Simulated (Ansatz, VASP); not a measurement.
**Two plane-wave programs on TiPt3**

File INCAR:

```
  PREC = Accurate
  ENCUT = 520
  EDIFF = 1E-8
  ISMEAR = -1
  SIGMA = 0.05
  LREAL = F
  LASPH = T
  NELM = 60
  ALGO = Normal
  ISIF = 2
  LWAVE = F
  LCHARG = F
  GGA = PS
  LEFG = T
  NBANDS = 29
```

The input KPOINTS:

```
Automatic mesh
0
Gamma
  9 9 9
```

Contents of POSCAR:

```
TiPt3
1.0
    3.8970000000      0.0000000000      0.0000000000
    0.0000000000      3.8970000000      0.0000000000
    0.0000000000      0.0000000000      3.8970000000
Ti Pt
1 3
Direct
    0.0000000000      0.0000000000      0.0000000000
    0.0000000000      0.5000000000      0.5000000000
    0.5000000000      0.0000000000      0.5000000000
    0.5000000000      0.5000000000      0.0000000000
```

Input for Ansatz:

```yaml
crystal:
  lattice:
    - [3.897, 0.0, 0.0]
    - [0.0, 3.897, 0.0]
    - [0.0, 0.0, 3.897]
  atoms:
    - { symbol: Ti, position: [0.0, 0.0, 0.0] }
    - { symbol: Pt, position: [0.0, 0.5, 0.5] }
    - { symbol: Pt, position: [0.5, 0.0, 0.5] }
    - { symbol: Pt, position: [0.5, 0.5, 0.0] }
kpoints:
  mp_grid: { grid: [9, 9, 9] }
scf:
  occupations: { method: fermi_dirac, width: 0.05 }
hamiltonian:
  xc: pbesol
  pseudopotentials: { kind: paw }
output:
  forces: true
  stress: true
  populations: true
  efg: { quadrupole_moments_barn: { Ti: 0.247 }, contact_densities: true }
```

Alike in both runs: task electric field gradients; functional PBEsol; k mesh 9 × 9 × 9; occupations fermi-dirac, width 0.05 eV; no spin polarisation.

|  | VASP | Ansatz |
| --- | --- | --- |
| version | VASP 6.6.1 | Ansatz 0.2.0 |
| potentials or method | VASP PAW PBE potentials, release 64 (Ti_sv, Pt) | plane-wave PAW, scalar-relativistic |
| plane-wave cutoff (eV) | 520 | 420 |
| valence electrons in the cell | 42 | 66 |

Ansatz gave:

| Property | Result |
| --- | --- |
| pressure (GPa) | 0.5 |
| size of Vzz on the site where it differs most (V/Å²) | 76.3 |

**Question.** What did VASP give for the same quantities?

**Answer.** Pressure (GPa): 0.2; size of Vzz on the site where it differs most (V/Å²): 67.0.

VASP's potentials were made for PBE, not for PBEsol. VASP's potentials hold 42 valence electrons a cell and Ansatz's 66, so a difference there can come from the potentials and not from the codes.

Neither program's run includes spin-orbit coupling.
